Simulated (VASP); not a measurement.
# MoS2 (P1) in VASP: a series of runs

Runs on MoS2. Level: PBE. Tasks: single point.

Everything below comes from runs of VASP 6.6.1. Logs are shortened: lines on timing, memory, paths and dates and some standing lists are left out, and cuts for length are marked.

### 1 The cell of the first run

The typed cell holds 24 atoms: a = 6.600 Å, b = 5.716 Å, c = 12.887 Å, α = 90.00°, β = 90.00°, γ = 90.00°.

### 2 Single point, PBE

INCAR reads:

```
SYSTEM = MoS2
PREC     = Accurate       ! precision mode
ENCUT    = 520            ! plane-wave cutoff, eV
EDIFF    = 1E-6           ! SCF threshold, eV
ISMEAR   = -1             ! smearing method
SIGMA    = 0.36           ! smearing width, eV
LREAL    = Auto         
LASPH    = .TRUE.         ! aspherical terms in the spheres
NELM     = 100            ! most SCF steps
ALGO     = Normal         ! electronic algorithm
ISIF     = 2              ! what is computed and relaxed
LWAVE    = .FALSE.        ! write WAVECAR
LCHARG   = .FALSE.        ! write CHGCAR
GGA      = PE             ! functional
NBANDS   = 122            ! bands
```

KPOINTS reads:

```
regular mesh
0
G
  2 2 1
  0 0 0
```

POSCAR reads:

```
MoS2
1.0
   -3.3002220000     -5.7161520000      0.0000000000
    4.9503330000     -2.8580760000      0.0000000000
    0.0000000000      0.0000000000     12.8865820000
Mo S
8 16
Direct
    0.5569024487      0.3339172765      0.2974023678
    0.4429732855      0.6434739203      0.8056286764
    0.2701418553      0.7913463789      0.1599260378
    0.2115962456      0.3193349993      0.7056254327
   -0.0366017340      0.2920220018      0.2386901352
   -0.1184320024      0.6936398218      0.7804008852
    0.8082910826      0.7969645705      0.2093417789
    0.7461571311      0.1746113200      0.7853595313
    0.4080788506      0.4688676096      0.5985140202
    0.5720231627      0.5764467615      0.1262553562
    0.3522125558      0.2235768029      0.8659239510
    0.5820260269      0.6437375220      0.3874960793
    0.2107482316      0.8979226146      0.7039337506
    0.4092504103      0.1557909756      0.0859421063
    0.3269770493      0.7590594111      0.9655003941
    0.3733233557      0.0555013070      0.3569992415
   -0.1097222040      0.4442109992      0.6375546285
   -0.0042236784      0.5621765089      0.0732544906
    0.0119740928      0.3465458111      0.8839737333
    0.1360256380      0.7048646633      0.3150486297
    0.6737751578      0.8867499619      0.6528806475
    0.8517241975      0.1383500735      0.0930347551
    0.7484474017      0.9047558176      0.9383558806
    0.8133810710      0.0959002364      0.3680805352
```

Potentials or basis: VASP PAW PBE potentials, release 64 (Mo_sv, S).

Launch:

```
$ cat potpaw_PBE.64/Mo_sv/POTCAR potpaw_PBE.64/S/POTCAR > POTCAR
$ mpirun -np 1 vasp_std > vasp.out
```

OUTCAR:

```text
SYSTEM = MoS2
   PREC = Accurate
   ENCUT = 520
   EDIFF = 1E-6
   ISMEAR = -1
   LREAL = Auto
   LASPH = .TRUE.
   NELM = 100
   ISIF = 2
   GGA = PE

 ion  position               nearest neighbor table
   1  0.557  0.334  0.297-  12 2.12  16 2.14  24 2.36  10 2.61   5 2.80  14 3.07   7 3.32
   2  0.443  0.643  0.806-  15 2.30  13 2.49  11 2.59   4 2.73  21 2.85   9 2.86   6 2.93  23 3.04
                             8 3.35
   3  0.270  0.791  0.160-  20 2.24  10 2.38  14 2.47  18 2.50  15 2.54  16 3.03   7 3.11
   4  0.212  0.319  0.706-   9 2.08  11 2.33  17 2.40  13 2.41  19 2.65   2 2.73   6 3.20   8 3.34

   5  0.963  0.292  0.239-  22 2.20  24 2.24  18 2.64   1 2.80  20 2.80   7 3.03   7 3.09
   6  0.882  0.694  0.780-  17 2.33  21 2.41  23 2.52  19 2.54  13 2.66   8 2.89   2 2.93   8 3.10
                             4 3.20
   7  0.808  0.797  0.209-  10 2.27  22 2.48  18 2.53  20 2.61  24 2.67  12 2.88   5 3.03   5 3.09
                             3 3.11   1 3.32
   8  0.746  0.175  0.785-  19 2.38  21 2.42  23 2.50  17 2.63  11 2.81   6 2.89   6 3.10   4 3.34
                             2 3.35
   9  0.408  0.469  0.599-   4 2.08   2 2.86
  10  0.572  0.576  0.126-   7 2.27   3 2.38   1 2.61  14 2.68
  11  0.352  0.224  0.866-   4 2.33  19 2.36   2 2.59   8 2.81
  12  0.582  0.644  0.387-   1 2.12  16 2.76   7 2.88
  13  0.211  0.898  0.704-   4 2.41   2 2.49   6 2.66
  14  0.409  0.156  0.086-   3 2.47  10 2.68   1 3.07
  15  0.327  0.759  0.966-   2 2.30   3 2.54
  16  0.373  0.056  0.357-   1 2.14  20 2.60  12 2.76   3 3.03
  17  0.890  0.444  0.638-   6 2.33   4 2.40   8 2.63
  18  0.996  0.562  0.073-   3 2.50   7 2.53  22 2.62   5 2.64  19 2.74
  19  0.012  0.347  0.884-  11 2.36   8 2.38   6 2.54   4 2.65  18 2.74
  20  0.136  0.705  0.315-   3 2.24  16 2.60   7 2.61   5 2.80
  21  0.674  0.887  0.653-   6 2.41   8 2.42   2 2.85
  22  0.852  0.138  0.093-   5 2.20   7 2.48  23 2.49  18 2.62
  23  0.748  0.905  0.938-  22 2.49   8 2.50   6 2.52   2 3.04
  24  0.813  0.096  0.368-   5 2.24   1 2.36   7 2.67

  LATTYP: Found a simple orthorhombic cell.
 ALAT       =     5.7161521352
 B/A-ratio  =     1.1547005202
 C/A-ratio  =     2.2544155046

  Lattice vectors:

 A1 = (  -4.9503330000,   2.8580760000,   0.0000000000)
 A2 = (  -3.3002220000,  -5.7161520000,   0.0000000000)
 A3 = (   0.0000000000,   0.0000000000,  12.8865820000)

Analysis of symmetry for initial positions (statically):
=====================================================================
 Subroutine PRICEL returns:
 Original cell was already a primitive cell.

 Routine SETGRP: Setting up the symmetry group for a
 simple orthorhombic supercell.

 Subroutine GETGRP returns: Found  1 space group operations
 (whereof  1 operations were pure point group operations)
 out of a pool of  8 trial point group operations.

The static configuration has the point symmetry C_1 .

Analysis of symmetry for dynamics (positions and initial velocities):
=====================================================================
 Subroutine PRICEL returns:
 Original cell was already a primitive cell.

 Routine SETGRP: Setting up the symmetry group for a
 simple orthorhombic supercell.

 Subroutine GETGRP returns: Found  1 space group operations
 (whereof  1 operations were pure point group operations)
 out of a pool of  8 trial point group operations.

The dynamic configuration has the point symmetry C_1 .

 Subroutine INISYM returns: Found  1 space group operations
 (whereof  1 operations are pure point group operations),
 and found     1 'primitive' translations

----------------------------------------------------------------------------------------

                                     Primitive cell

  volume of cell :     486.1997

  direct lattice vectors                    reciprocal lattice vectors
    -3.300222000 -5.716152000  0.000000000    -0.075752480 -0.131207148  0.000000000
     4.950333000 -2.858076000  0.000000000     0.151504959 -0.087471432  0.000000000
[... 47 lines left out ...]
 non-spin polarized calculation
  energy-cutoff  :      520.00
  volume of cell :      486.20
 maximum number of plane-waves:     13143
 NGX is ok and might be reduce to    50
   NGX = 25   NGY = 21   NGZ = 47

 number of electron     208.0000004 magnetization

 Free energy of the ion-electron system (eV)
  ---------------------------------------------------
  ext. energy  EPLUGINS =         0.00000000
  ---------------------------------------------------
  free energy    TOTEN  =      -156.13494776 eV

  energy without entropy =     -149.36878925  energy(sigma->0) =     -152.75186850

 E-fermi :   6.1786     XC(G=0): -10.1326

 val. band max:        6.1715710019   @ k =  -0.0000   0.5000   0.0000
 cond. band min:       6.2026036622   @ k =   0.0000   0.0000   0.0000
 fundamental gap:      0.0310326602
 Fermi energy:         6.1785626704

 k-point     1 :       0.0000    0.0000    0.0000
  band No.  band energies     occupation
      1     -55.2982      2.00000
      2     -55.2732      2.00000
      3     -55.2369      2.00000
      4     -55.2010      2.00000
      5     -55.1945      2.00000
      6     -55.1881      2.00000
[... 108 lines left out ...]
    115       7.3099      0.08276
    116       7.3904      0.06673

 k-point     2 :       0.5000    0.0000    0.0000
  band No.  band energies     occupation
      1     -55.2980      2.00000
      2     -55.2710      2.00000
      3     -55.2395      2.00000
      4     -55.2012      2.00000
      5     -55.1977      2.00000
      6     -55.1845      2.00000
[... 108 lines left out ...]
    115       7.2950      0.08611
    116       7.4815      0.05221

 k-point     3 :      -0.0000    0.5000    0.0000
  band No.  band energies     occupation
      1     -55.2982      2.00000
      2     -55.2717      2.00000
      3     -55.2306      2.00000
      4     -55.1989      2.00000
      5     -55.1968      2.00000
      6     -55.1936      2.00000
[... 108 lines left out ...]
    115       7.4587      0.05552
    116       7.5108      0.04822

 k-point     4 :       0.5000    0.5000    0.0000
  band No.  band energies     occupation
      1     -55.2980      2.00000
      2     -55.2704      2.00000
      3     -55.2304      2.00000
      4     -55.2052      2.00000
      5     -55.1991      2.00000
      6     -55.1867      2.00000
[... 108 lines left out ...]
    115       7.3536      0.07366
    116       7.4517      0.05659
 [bands above 116 left out]

------------------------ aborting loop because EDIFF is reached ----------------------------------------

  FORCE on cell =-STRESS in cart. coord.  units (eV):
  Direction    XX          YY          ZZ          XY          YZ          ZX
  --------------------------------------------------------------------------------------
  -------------------------------------------------------------------------------------
  Total       -1.6039354      7.1520775      0.0498976     -0.4232253     -3.4324544      4.2281278
  in kB       -5.2854602     23.5682932      0.1644281     -1.3946575    -11.3109922     13.9329805
  external PRESSURE =       6.1490870 kB  Pullay stress =       0.0000000 kB

 VOLUME and BASIS-vectors are now :
 -----------------------------------------------------------------------------
  energy-cutoff  :      520.00
  volume of cell :      486.20
      direct lattice vectors                 reciprocal lattice vectors
    -3.300222000 -5.716152000  0.000000000    -0.075752480 -0.131207148  0.000000000
     4.950333000 -2.858076000  0.000000000     0.151504959 -0.087471432  0.000000000
     0.000000000  0.000000000 12.886582000     0.000000000  0.000000000  0.077600096

 POSITION                                       TOTAL-FORCE (eV/Angst)
 -----------------------------------------------------------------------------------
     -0.18490     -4.13770      3.83250         0.009753     -1.411595     -2.668739
      1.72350     -4.37120     10.38180         0.136540     -0.550984      0.272458
      3.02590     -3.80590      2.06090         0.692236     -1.033851     -2.329541
      0.88250     -2.12220      9.09310         0.093836      3.059315      1.294572
     -1.73382     -6.34155      3.07590         0.469629     -2.501619     -0.820038
      0.52438     -7.02165     10.05670        -0.154041     -0.889975      0.398751
[... 16 lines left out ...]
      2.00880     -6.86410     12.09220        -0.597484      0.303424     -3.093474
     -2.20960     -4.92350      4.74330        -0.384682      0.075206      0.313090
 -----------------------------------------------------------------------------------
    total drift:                                0.002599     -0.006167      0.000743

  FREE ENERGIE OF THE ION-ELECTRON SYSTEM (eV)
  ---------------------------------------------------
  free  energy   TOTEN  =      -156.1349477621 eV

  energy  without entropy=     -149.3687892463  energy(sigma->0) =     -152.75186850
```

Run time: 16 min. Hardware: 1 thread of Intel Xeon Platinum 8488C (Sapphire Rapids), shared host; peak memory 0.56 GiB.

Results:

| Item | Value |
| --- | --- |
| Free energy | -156.1349 eV |
| Pressure | 0.6 GPa |
| Largest force | 3.323 eV/Å |
| Band gap on the k mesh | 0.06 eV |

Forces in eV/Å, atoms in the order of the input:
```
Mo   0.010 -1.412 -2.669
Mo   0.137 -0.551  0.272
Mo   0.692 -1.034 -2.330
Mo   0.094  3.059  1.295
Mo   0.470 -2.502 -0.820
Mo  -0.154 -0.890  0.399
Mo  -0.374 -1.403  1.730
Mo   0.604  0.669  0.430
S   -0.212 -1.603 -1.350
S    0.243  0.909  0.852
S   -0.114 -3.194 -0.470
S    0.231 -1.044  0.607
S    0.015  1.222  0.289
S   -0.727  1.296  1.697
S    0.111  0.132 -1.221
S    0.612  1.909  0.511
S   -1.603  0.726  0.187
S    1.121 -1.398  2.517
S    1.337  1.023 -1.272
S   -0.593  2.939  0.100
S    0.369 -0.283  1.554
S   -1.285  1.050  0.474
S   -0.597  0.303 -3.093
S   -0.385  0.075  0.313
```

Caveat: the k points lie up to 0.55 Å⁻¹ apart; the smearing spreads over this small gap; so wide a smearing shifts energies and pressures; forces of over 1 eV/Å act on the atoms, so gaps and moduli don't describe the material at rest. A k mesh can miss the band edges.

### 3 Single point, PBE

INCAR reads:

```
SYSTEM = MoS2
ALGO = Normal
EDIFF = 1E-7
ENCUT = 520
GGA = PE
ISIF = 2
ISMEAR = -1
LASPH = .True.
LCHARG = .False.
LREAL = Auto
LWAVE = .False.
NBANDS = 122
NELM = 60
PREC = Accurate
SIGMA = 0.36
```

KPOINTS reads:

```
k-points
0
Gamma
  2 2 1
  0 0 0
```

POSCAR reads:

```
MoS2
1.0
   -3.3002220000     -5.7161520000      0.0000000000
    4.9503330000     -2.8580760000      0.0000000000
    0.0000000000      0.0000000000     12.8865820000
Mo S
8 16
Direct
    0.6053908433      0.2415239903      0.2949036447
    0.4536246467      0.7365488420      0.8131403657
    0.2676361654      0.7101459156      0.1557589126
    0.0849326495      0.3776708756      0.7102348784
    0.0004302656      0.3065490689      0.1977560846
   -0.1525873698      0.6767883706      0.7561120552
    0.9041286423      0.8233032477      0.2599448015
    0.7611095803      0.1722774168      0.7922038598
    0.2378721982      0.5798258544      0.5965119378
    0.6120973443      0.6777841252      0.1777352598
    0.3681402895      0.3226135863      0.8582648215
    0.6479388893      0.5278315978      0.4081842648
    0.1132991170      0.9659172905      0.7044847113
    0.7149387404      0.2089872660      0.1307096017
    0.2476974937      0.8286425819      0.9490724538
    0.2837015228      0.0931812076      0.2514010309
   -0.2551535285      0.3592963770      0.6275985362
   -0.0634136714      0.5369983810      0.0537225464
   -0.0226181666      0.3762282313      0.8905076614
    0.1639984625      0.5672206969      0.3430001842
    0.5760285393      0.8554822591      0.6552862505
    1.1043637987      0.0367340348      0.0776544160
    0.6518892434      0.8596349423      0.9365400383
    0.8446553042      0.0694599772      0.3990352135
```

Potentials or basis: VASP PAW PBE potentials, release 64 (Mo_sv, S).

Launch:

```
$ cat potpaw_PBE.64/Mo_sv/POTCAR potpaw_PBE.64/S/POTCAR > POTCAR
$ mpirun -np 1 vasp_std > vasp.out
```

It took 11 min on 1 thread of Intel Xeon Platinum 8488C (Sapphire Rapids), shared host; peak memory 0.56 GiB.

Results (log left out):

| Property | Result |
| --- | --- |
| Free energy | -155.0876 eV |
| Pressure | 4.7 GPa |
| Largest force | 4.902 eV/Å |
| Band gap on the k mesh | zero (bands 104 and 105 overlap by 0.05 eV) |

Forces on the atoms (eV/Å):
```
Mo   0.453 -0.170  0.567
Mo  -0.426  3.002 -0.906
Mo   0.682  0.524  0.152
Mo  -2.940 -1.513 -0.232
Mo   1.043 -3.811  2.902
Mo   1.553  0.817  0.851
Mo  -0.474  0.500 -0.111
Mo  -0.024  3.710 -0.095
S   -0.414 -1.240 -1.700
S    0.800  0.896  0.242
S   -0.014 -2.215 -1.496
S    0.877 -0.580 -0.052
S    0.023  1.344  0.848
S   -0.294  3.896 -1.605
S   -0.322  0.794  0.276
S   -1.637 -0.349  1.194
S   -0.015 -1.071  1.238
S    0.633 -1.784  1.304
S    0.790  0.213 -0.162
S    1.043  0.564 -2.163
S    0.364 -1.595  0.258
S   -0.572  0.769 -0.448
S   -0.593 -2.670 -0.802
S   -0.538 -0.031 -0.059
```

Stress tensor (GPa, compression positive):
```
6.26 1.49 4.38
1.49 5.07 1.11
4.38 1.11 2.72
```

Levels at points of the mesh, in eV from the Fermi level:
```csv
k point,band 101,band 102,band 103,band 104,band 105,band 106
"(0.00, 0.00, 0.00)",-0.42,-0.37,-0.09,-0.04,0.07,0.23
"(0.50, 0.00, 0.00)",-0.40,-0.34,-0.21,0.03,0.10,0.23
"(0.00, 0.50, 0.00)",-0.45,-0.37,-0.29,0.12,0.20,0.37
"(0.50, 0.50, 0.00)",-0.63,-0.38,-0.31,-0.12,0.07,0.22
```

Caveat: the k points lie up to 0.55 Å⁻¹ apart; so wide a smearing shifts energies and pressures; forces of over 1 eV/Å act on the atoms, so gaps and moduli don't describe the material at rest.

### 4 Single point, PBE

INCAR reads:

```
  PREC = Accurate
  ENCUT = 520
  EDIFF = 1E-6
  ISMEAR = -1
  SIGMA = 0.36
  LREAL = Auto
  LASPH = True
  NELM = 60
  ALGO = Normal
  ISIF = 2
  LWAVE = False
  LCHARG = False
  GGA = PE
  NBANDS = 122
```

KPOINTS reads:

```
Automatic mesh
0
Gamma
  2 2 1
```

POSCAR reads:

```
MoS2
1.0
   -3.3002220000     -5.7161520000      0.0000000000
    4.9503330000     -2.8580760000      0.0000000000
    0.0000000000      0.0000000000     12.8865820000
Mo S
8 16
Direct
    0.6640632209      0.1894329232      0.3064970991
    0.3340070281      0.8190352735      0.7502998080
    0.2646657133      0.7504455982      0.1543543509
    0.1100010785      0.3187518859      0.6907572543
    0.0322835722      0.3414402536      0.2889672374
   -0.2552552972      0.6605415944      0.7566164558
    0.8913193480      0.8127436521      0.2857468334
    0.6670541452      0.1535708336      0.7652300664
    0.2929298996      0.5450408486      0.5749468711
    0.6003443251      0.7295609304      0.1799701426
    0.4540252073      0.4699045453      0.8205356548
    0.7180445909      0.5356218573      0.3782306278
    0.0378807880      0.9591304282      0.7139441630
    0.7934511163      0.0483936798      0.1540594705
    0.2459383152      0.6401086631      0.9860023395
    0.3404878593      0.1369171577      0.2540704742
   -0.1691276794      0.3715994685      0.5942227349
   -0.0984976976      0.5363145735      0.1454691399
    0.0046703361      0.4019150117      0.8447236048
    0.2214505830      0.6381057771      0.3708508587
    0.5306199031      0.9138301359      0.6195048462
    1.2421502843     -0.0162066480      0.0133239365
    0.7772350615      0.8628203899      0.9169537741
    0.8818468107      0.0894061562      0.4377809414
```

Launch:

```
$ cat potpaw_PBE.64/Mo_sv/POTCAR potpaw_PBE.64/S/POTCAR > POTCAR
$ mpirun -np 1 vasp_std > vasp.out
```

It took 10 min on 1 thread of Intel Xeon Platinum 8488C (Sapphire Rapids), shared host; peak memory 0.56 GiB.

Results (log left out):

```
Free energy            : -156.2837 eV
Pressure               : 6.6 GPa
Largest force          : 4.121 eV/Å
Band gap on the k mesh : zero (bands 104 and 105 overlap by 0.01 eV)
```

Forces in eV/Å, atoms in the order of the input:
```
Mo   0.477  1.962  0.284
Mo  -1.602 -0.255  0.251
Mo   0.438  0.657  3.915
Mo   1.257 -2.409 -1.517
Mo  -0.368 -0.640  0.441
Mo  -0.242 -1.301 -0.563
Mo  -1.065 -1.972  1.275
Mo  -0.633 -0.405 -0.350
S   -0.137  0.091  0.958
S    0.211  1.961 -0.472
S   -1.586  0.018 -0.165
S    0.891 -0.492  1.187
S   -1.169  3.900 -0.637
S    1.264 -1.245 -1.355
S   -0.640  0.231 -0.765
S    0.494  1.813 -0.693
S    1.348  1.055  1.585
S   -1.862 -1.919 -0.924
S    1.687  1.896  1.831
S    0.737  0.395 -1.580
S   -0.519 -2.562  0.484
S    1.370 -0.787 -0.828
S    1.304  0.131 -1.721
S   -1.654 -0.123 -0.642
```

Stress tensor (GPa, compression positive):
```
 8.88 -0.21  1.03
-0.21  6.99  0.96
 1.03  0.96  3.96
```

Levels at points of the mesh, in eV from the Fermi level:
```csv
k point,band 100,band 101,band 102,band 103,band 104,band 105,band 106,band 107
"(0.00, 0.00, 0.00)",-0.62,-0.48,-0.35,-0.12,0.04,0.21,0.27,0.36
"(0.50, 0.00, 0.00)",-0.70,-0.61,-0.18,-0.12,0.05,0.11,0.20,0.27
"(0.00, 0.50, 0.00)",-0.46,-0.40,-0.16,-0.07,0.00,0.18,0.26,0.35
"(0.50, 0.50, 0.00)",-0.53,-0.41,-0.34,-0.20,0.00,0.04,0.16,0.34
```

Caveat: the k points lie up to 0.55 Å⁻¹ apart; so wide a smearing shifts energies and pressures; forces of over 1 eV/Å act on the atoms, so gaps and moduli don't describe the material at rest.

### 5 Overview

```csv
cell,gap on the mesh (eV),pressure (GPa),largest force (eV/Å)
"as given, atomic positions A",0.06,0.6,3.32
"as given, atomic positions B",none,4.7,4.90
"as given, atomic positions C",none,6.6,4.12
```

Alike in all rows: task single point; level PBE; potentials or basis VASP PAW PBE potentials, release 64 (Mo_sv, S); no spin polarisation; k mesh 2 × 2 × 1; cutoff (eV) 520; smearing fermi-dirac 0.36 eV.

Caveats: all runs use coarse meshes; so wide a smearing shifts energies and pressures; forces of over 1 eV/Å act on the atoms, so gaps and moduli don't describe the material at rest; the smearing spreads over this small gap (at least some runs).

Total energies depend on the potentials used, so only differences within one code and one set of settings carry meaning.

The gap in the log of VASP goes by the Fermi energy; the results here count the filled bands.